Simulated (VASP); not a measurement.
The system is ScAgTe2.

```
CELL_PARAMETERS angstrom
2.10601 1.21590 7.00563
-2.10601 1.21590 7.00563
0.00000 -2.43181 7.00563
ATOMIC_POSITIONS crystal
Ag 0.00000 0.00000 0.00000
Sc 0.50000 0.50000 0.50000
Te 0.24654 0.24654 0.24654
Te 0.75346 0.75346 0.75346
```

Base run:

| Quantity | Value |
| --- | --- |
| Program | VASP 6.6.1 |
| Functional | PBE |
| Potentials or basis | VASP PAW PBE potentials, release 64 (Ag, Sc_sv, Te) |
| Cutoff | 520 eV |
| k mesh | 6 × 6 × 6 |
| Occupations | gaussian, width 0.01 eV |
| Spin | no spin polarisation |

Its results: band gap on the k mesh 0.29 eV (least direct gap 0.83 eV); pressure 0.5 GPa; largest force 0.068 eV/Å.

Problem. The run is repeated on the same cell with these changes: functional from PBE to r2SCAN. What comes out?

Solution. Band gap on the k mesh 0.61 eV (least direct gap 1.15 eV); pressure 0.1 GPa; largest force 0.033 eV/Å.

Caveats: semilocal functionals underestimate gaps, and a narrow one can read as zero; spin-orbit coupling is left out, which moves the levels of the heavy elements; the PAW data sets were made with another functional, which shifts forces and pressure a little (at least some runs).

A k mesh can miss the band edges.
